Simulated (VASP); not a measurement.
# La3In9CO2 in VASP: a series of runs

The runs below take La3In9CO2 through single point, with LDA.

Program: VASP 6.6.1. These are calculated values, not measurements. Logs are shortened: lines on timing, memory, paths and dates and some standing lists are left out, and cuts for length are marked.

## Step 1: The cell of the first run

The cell holds a slab with vacuum, 15 atoms: a = 6.752 Å, b = 6.752 Å, c = 19.513 Å, α = 90.00°, β = 90.00°, γ = 60.00°.

## Step 2: Single point, LDA

The input, INCAR:

```
SYSTEM = La3In9CO2
  PREC = Accurate
  ENCUT = 520
  EDIFF = 1E-7
  ISMEAR = -1
  SIGMA = 0.15
  LREAL = Auto
  LASPH = .TRUE.
  NELM = 100
  ALGO = Normal
  ISIF = 2
  LWAVE = .FALSE.
  LCHARG = .FALSE.
  NBANDS = 96
```

The input, KPOINTS:

```
Automatic mesh
0
G
  2 2 1
  0 0 0
```

The input, POSCAR:

```
La3In9CO2
1.0
    6.7515270000      0.0000000000      0.0000000000
    3.3757630000      5.8469940000      0.0000000000
    0.0000000000      0.0000000000     19.5125990000
La In C O
3 9 1 2
Direct
    0.0000000000      0.0000000000      0.0512489392
    0.6666623749      0.6666673508      0.1926498874
    0.3333277504      0.3333849838      0.3331283547
    0.5000054062      0.0000000000      0.0512489392
    0.0000024836      0.5000005131      0.0512489392
    0.4999930783      0.5000005131      0.0512489392
    0.1666740715      0.6666331452      0.1924602663
    0.6666450798      0.1666668377      0.1924653912
    0.1666841081      0.1666668377      0.1924653912
    0.8381646984      0.3237218988      0.3332411023
    0.3237944246      0.8382084880      0.3332564770
    0.8380125763      0.8381913852      0.3332616019
    0.5884723969     -0.0210877589      0.5804608602
    0.5395503180      0.1678469313      0.5816139613
    0.6369482900     -0.2096632902      0.5823826954
```

Potentials or basis: VASP PAW LDA potentials, release 64 (La, In_d, C, O).

Launch:

```console
cat potpaw_LDA.64/La/POTCAR potpaw_LDA.64/In_d/POTCAR potpaw_LDA.64/C/POTCAR potpaw_LDA.64/O/POTCAR > POTCAR
mpirun -np 1 vasp_std > vasp.out
```

OUTCAR:

```text
SYSTEM = La3In9CO2
   PREC = Accurate
   ENCUT = 520
   EDIFF = 1E-7
   ISMEAR = -1
   LREAL = Auto
   LASPH = .TRUE.
   NELM = 100
   ISIF = 2

 ion  position               nearest neighbor table
   1  0.000  0.000  0.051-   7 3.38   9 3.38   8 3.38   4 3.38   6 3.38   5 3.38   5 3.38   6 3.38
                             4 3.38
   2  0.667  0.667  0.193-   9 3.38   8 3.38   7 3.38   7 3.38   8 3.38   9 3.38   4 3.38   6 3.38
                             5 3.38  11 3.40  10 3.40  12 3.40
   3  0.333  0.333  0.333-   7 3.37   8 3.37   9 3.37  12 3.38  11 3.38  10 3.38  10 3.38  11 3.38
                            12 3.38
   4  0.500  0.000  0.051-   8 3.38   9 3.38   6 3.38   1 3.38   5 3.38   5 3.38   1 3.38   6 3.38
                             2 3.38
   5  0.000  0.500  0.051-   7 3.37   9 3.38   6 3.38   1 3.38   4 3.38   4 3.38   1 3.38   6 3.38
                             2 3.38
   6  0.500  0.500  0.051-   7 3.37   8 3.38   5 3.38   4 3.38   1 3.38   1 3.38   4 3.38   5 3.38
                             2 3.38
   7  0.167  0.667  0.192-  12 3.35  11 3.35   3 3.37   5 3.37   6 3.37   1 3.38   9 3.38   8 3.38
                             2 3.38   2 3.38   8 3.38   9 3.38
   8  0.667  0.167  0.192-  12 3.35  10 3.35   3 3.37   4 3.38   6 3.38   1 3.38   9 3.38   7 3.38
                             2 3.38   2 3.38   7 3.38   9 3.38
   9  0.167  0.167  0.192-  10 3.35  11 3.35   3 3.37   4 3.38   5 3.38   1 3.38   8 3.38   7 3.38
                             2 3.38   2 3.38   7 3.38   8 3.38
  10  0.838  0.324  0.333-  11 3.28  12 3.28   9 3.35   8 3.35   3 3.38   3 3.38   2 3.40  12 3.47
                            11 3.47
  11  0.324  0.838  0.333-  10 3.28  12 3.28   9 3.35   7 3.35   3 3.38   3 3.38   2 3.40  12 3.47
                            10 3.47
  12  0.838  0.838  0.333-  10 3.28  11 3.28   8 3.35   7 3.35   3 3.38   3 3.38   2 3.40  11 3.47
                            10 3.47
  13  0.588  0.979  0.580-  15 1.15  14 1.15
  14  0.540  0.168  0.582-  13 1.15
  15  0.637  0.790  0.582-  13 1.15

  LATTYP: Found a hexagonal cell.
 ALAT       =     6.7515268398
 C/A-ratio  =     2.8901016708

  Lattice vectors:

 A1 = (  -3.3757630000,  -5.8469940000,   0.0000000000)
 A2 = (   6.7515270000,   0.0000000000,   0.0000000000)
 A3 = (   0.0000000000,   0.0000000000,  19.5125990000)

Analysis of symmetry for initial positions (statically):
=====================================================================
 Subroutine PRICEL returns:
 Original cell was already a primitive cell.

 Routine SETGRP: Setting up the symmetry group for a
 hexagonal supercell.

 Subroutine GETGRP returns: Found  1 space group operations
 (whereof  1 operations were pure point group operations)
 out of a pool of 24 trial point group operations.

The static configuration has the point symmetry C_1 .

Analysis of symmetry for dynamics (positions and initial velocities):
=====================================================================
 Subroutine PRICEL returns:
 Original cell was already a primitive cell.

 Routine SETGRP: Setting up the symmetry group for a
 hexagonal supercell.

 Subroutine GETGRP returns: Found  1 space group operations
 (whereof  1 operations were pure point group operations)
 out of a pool of 24 trial point group operations.

The dynamic configuration has the point symmetry C_1 .

 Subroutine INISYM returns: Found  1 space group operations
 (whereof  1 operations are pure point group operations),
 and found     1 'primitive' translations

----------------------------------------------------------------------------------------

                                     Primitive cell

  volume of cell :     770.2820

  direct lattice vectors                    reciprocal lattice vectors
     6.751527000  0.000000000  0.000000000     0.148114641 -0.085514014  0.000000000
     3.375763000  5.846994000  0.000000000     0.000000000  0.171028053  0.000000000
     0.000000000  0.000000000 19.512599000     0.000000000  0.000000000  0.051248939

  length of vectors
     6.751527000  6.751526840 19.512599000     0.171028049  0.171028053  0.051248939

  position of ions in fractional coordinates (direct lattice)
     0.000000000  0.000000000  0.051248939
     0.666662375  0.666667351  0.192649887
[... 40 lines left out ...]
 Generating k-lattice:

  Cartesian coordinates                     Fractional coordinates (reciprocal lattice)
     0.074057321 -0.042757007  0.000000000     0.500000000 -0.000000000  0.000000000
     0.000000000  0.085514027  0.000000000     0.000000000  0.500000000  0.000000000
     0.000000000  0.000000000  0.051248939     0.000000000  0.000000000  1.000000000

  Length of vectors
     0.085514024  0.085514027  0.051248939

  Shift w.r.t. Gamma in fractional coordinates (k-lattice)
     0.000000000  0.000000000  0.000000000

 Subroutine IBZKPT returns following result:
 ===========================================

 Found      4 irreducible k-points:

 Following reciprocal coordinates:
            Coordinates               Weight
  0.000000  0.000000  0.000000      1.000000
  0.500000  0.000000  0.000000      1.000000
  0.500000  0.500000  0.000000      1.000000
  0.000000  0.500000  0.000000      1.000000
   k-points           NKPTS =      4   k-points in BZ     NKDIM =      4   number of bands    NBANDS=     96
   number of dos      NEDOS =    301   number of ions     NIONS =     15
   total plane-waves  NPLWV = 375000
   dimension x,y,z NGX =    50 NGY =   50 NGZ =  150
   dimension x,y,z NGXF=   100 NGYF=  100 NGZF=  300
   ions per type =               3   9   1   2
   NGX,Y,Z   is equivalent  to a cutoff of  12.31, 12.31, 12.78 a.u.
   NGXF,Y,Z  is equivalent  to a cutoff of  24.62, 24.62, 25.56 a.u.
 SYSTEM =  La3In9CO2
   PREC   = accura    normal or accurate (medium, high low for compatibility)
   ISTART =      0    job   : 0-new  1-cont  2-samecut
   ICHARG =      2    charge: 1-file 2-atom 10-const
   ISPIN  =      1    spin polarized calculation?
   LNONCOLLINEAR =      F non collinear calculations
   LSORBIT =      F    spin-orbit coupling
   LASPH  =      T    aspherical Exc in radial PAW
   ENCUT  =  520.0 eV  38.22 Ry    6.18 a.u.  12.55 12.55 36.28*2*pi/ulx,y,z
   NELM   =    100;   NELMIN=  2; NELMDL= -5     # of ELM steps
   EDIFF  = 0.1E-06   stopping-criterion for ELM
   LREAL  =      T    real-space projection
   EDIFFG = 0.1E-05   stopping-criterion for IOM
   NSW    =      0    number of steps for IOM
   IBRION =     -1    ionic relax: 0-MD 1-quasi-New 2-CG
   NFREE  =      0    steps in history (QN), initial steepest desc. (CG)
   ISIF   =      2    stress and relaxation
   ISYM   =      2    0-nonsym 1-usesym 2-fastsym
   POTIM  = 0.5000    time-step for ionic-motion
   TEBEG  =    0.0;   TEEND  =   0.0 temperature during run
   PSTRESS=    0.0 pullay stress
   NELECT =     166.0000    total number of electrons
   NUPDOWN=      -1.0000    fix difference up-down
   EMIN   =  10.00;   EMAX   =-10.00  energy-range for DOS
   EFERMI =   0.00;   METHOD = LEGACY
   ISMEAR =    -1;   SIGMA  =   0.15  broadening in eV -4-tet -1-fermi 0-gaus
   EFERMI_NEDOS =   21; number of points for ismear=-14 and -15
   IALGO  =     38    algorithm
   IMIX   =      4    mixing-type and parameters
     AMIX     =   0.40;   BMIX     =  1.00
     AMIX_MAG =   1.60;   BMIX_MAG =  1.00
  volume/ion in A,a.u.               =      51.35       346.54
  Fermi-wavevector in a.u.,A,eV,Ry     =   0.981509  1.854783 13.107306  0.963360
  Thomas-Fermi vector in A             =   2.112521
   LORBIT       =      0    0 simple, 1 ext, 2 COOP (PROOUT), +10 PAW based schemes
   GGA     = CA    functional components
   LHFCALC =     F    Hartree Fock is set to
   AEXX    =    0.0000 exact exchange contribution
   IVDW    =     0    specifies the selected vdW correction
   LEPSILON=     F    determine dielectric tensor
   LRPA    =     F    only Hartree local field effects (RPA)
 non-spin polarized calculation
  energy-cutoff  :      520.00
  volume of cell :      770.28
 maximum number of plane-waves:     20797
   NGX = 25   NGY = 25   NGZ = 73

 number of electron     166.0000014 magnetization

 Free energy of the ion-electron system (eV)
  ---------------------------------------------------
  ext. energy  EPLUGINS =         0.00000000
  ---------------------------------------------------
  free energy    TOTEN  =       -72.80297948 eV

  energy without entropy =      -72.20864681  energy(sigma->0) =      -72.50581314

 E-fermi :   1.4727     XC(G=0):  -5.9696

 val. band max:        1.4071778664   @ k =   0.5000   0.5000   0.0000
 cond. band min:       1.7573357116   @ k =   0.5000   0.5000   0.0000
 fundamental gap:      0.3501578452
 Fermi energy:         1.4726609228

 k-point     1 :       0.0000    0.0000    0.0000
  band No.  band energies     occupation
      1     -31.3686      2.00000
      2     -31.3654      2.00000
      3     -31.2283      2.00000
      4     -24.0607      2.00000
      5     -23.1049      2.00000
      6     -15.2509      2.00000
[... 381 lines left out ...]
     94       2.8866      0.00016
     95       2.9083      0.00014
 [bands above 95 left out]

------------------------ aborting loop because EDIFF is reached ----------------------------------------

  FORCE on cell =-STRESS in cart. coord.  units (eV):
  Direction    XX          YY          ZZ          XY          YZ          ZX
  --------------------------------------------------------------------------------------
  -------------------------------------------------------------------------------------
  Total      -15.2120335    -10.1893689     -2.2568638      1.5307738     -0.0842526     -0.0271084
  in kB      -31.6408455    -21.1937639     -4.6942494      3.1839909     -0.1752443     -0.0563851
  external PRESSURE =     -19.1762863 kB  Pullay stress =       0.0000000 kB

 VOLUME and BASIS-vectors are now :
 -----------------------------------------------------------------------------
  energy-cutoff  :      520.00
  volume of cell :      770.28
      direct lattice vectors                 reciprocal lattice vectors
     6.751527000  0.000000000  0.000000000     0.148114641 -0.085514014  0.000000000
     3.375763000  5.846994000  0.000000000     0.000000000  0.171028053  0.000000000
     0.000000000  0.000000000 19.512599000     0.000000000  0.000000000  0.051248939

 POSITION                                       TOTAL-FORCE (eV/Angst)
 -----------------------------------------------------------------------------------
      0.00000      0.00000      1.00000        -0.000946     -0.002399      0.106535
      6.75150      3.89800      3.75910         0.000051      0.000296      0.119744
      3.37590      1.94930      6.50020         0.002334      0.005868     -0.062396
      3.37580      0.00000      1.00000        -0.002113      0.407997      0.050406
      1.68790      2.92350      1.00000         0.350578     -0.203930      0.047981
      5.06360      2.92350      1.00000        -0.351220     -0.202732      0.046209
      3.37570      3.89780      3.75540        -0.000448     -0.003244     -0.024528
      5.06350      0.97450      3.75550        -0.002562      0.000465     -0.023058
      1.68800      0.97450      3.75550         0.001908      0.001386     -0.024128
      6.75170      1.89280      6.50240         0.002662     -0.258443     -0.070448
      5.01570      4.90100      6.50270        -0.211769      0.138846     -0.067850
      8.48740      4.90090      6.50280         0.211405      0.133879     -0.061638
      7.27766      5.72369     11.32630         0.008891      0.003265      0.275701
      4.20940      0.98140     11.34880         0.679718      2.474285     -0.191794
      6.96836      4.62109     11.36380        -0.688490     -2.495539     -0.120738
 -----------------------------------------------------------------------------------
    total drift:                                0.010782     -0.001955     -0.032439

  FREE ENERGIE OF THE ION-ELECTRON SYSTEM (eV)
  ---------------------------------------------------
  free  energy   TOTEN  =       -72.8029794797 eV

  energy  without entropy=      -72.2086468055  energy(sigma->0) =      -72.50581314
```

Run time: 20 min. Hardware: 1 thread of Intel Xeon 8259CL, shared host; peak memory 0.66 GiB.

What came out:

* Free energy: -72.8030 eV
* Largest force: 2.592 eV/Å
* Band gap on the k mesh: zero (bands 83 and 84 overlap by 0.09 eV)

Forces in eV/Å, atoms in the order of the input:
```
La  -0.001 -0.002  0.107
La   0.000  0.000  0.120
La   0.002  0.006 -0.062
In  -0.002  0.408  0.050
In   0.351 -0.204  0.048
In  -0.351 -0.203  0.046
In   0.000 -0.003 -0.025
In  -0.003  0.000 -0.023
In   0.002  0.001 -0.024
In   0.003 -0.258 -0.070
In  -0.212  0.139 -0.068
In   0.211  0.134 -0.062
C    0.009  0.003  0.276
O    0.680  2.474 -0.192
O   -0.688 -2.496 -0.121
```

Levels at points of the mesh, in eV from the Fermi level:
| k point | band 80 | band 81 | band 82 | band 83 | band 84 | band 85 | band 86 | band 87 |
| --- | --- | --- | --- | --- | --- | --- | --- | --- |
| (0.00, 0.00, 0.00) | -1.09 | -0.23 | -0.23 | -0.21 | -0.15 | -0.15 | 0.73 | 0.74 |
| (0.50, 0.00, 0.00) | -0.70 | -0.48 | -0.46 | -0.07 | 0.29 | 0.51 | 0.66 | 0.91 |
| (0.50, 0.50, 0.00) | -0.70 | -0.48 | -0.46 | -0.07 | 0.28 | 0.51 | 0.66 | 0.91 |
| (0.00, 0.50, 0.00) | -0.70 | -0.48 | -0.46 | -0.07 | 0.29 | 0.52 | 0.66 | 0.91 |

Caveat: the k points lie up to 0.54 Å⁻¹ apart; there is no dipole correction, which matters where the two faces differ; spin-orbit coupling is left out, which moves the levels of the heavy elements.

(Part 1 of 2 ends here.)

The gap in the log of VASP goes by the Fermi energy; the results here count the filled bands.